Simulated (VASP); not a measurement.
Runs of VASP 6.6.1 on LiF (Griceite). The structure is that of space group Fm-3m (No. 225), or close to it. The cells are those of the table. 

```tsv
cell	gap on the mesh (eV)	pressure (GPa)
a = 2.797 Å, angles 60.0°, 2 atoms	(a)	2.8
a = 2.770 Å, angles 60.0°, 2 atoms	(c)	5.4
a = 2.873 Å, angles 60.0°, 2 atoms	8.68	-3.1
a = 2.823 Å, angles 60.0°, 2 atoms	9.15	0.5
a = 2.848 Å, angles 60.0°, 2 atoms	8.91	(b)
```

Alike in all rows: task single point; level PBEsol; potentials or basis VASP PAW PBE potentials, release 64 (Li_sv, F); no spin polarisation; k mesh 7 × 7 × 7; cutoff (eV) 750; smearing gaussian 0.01 eV.

Question: Estimate the missing entries.

Answer: (a) 9.41; (b) -1.4; (c) 9.68.

Caveats: the PAW data sets were made with another functional, which shifts forces and pressure a little.

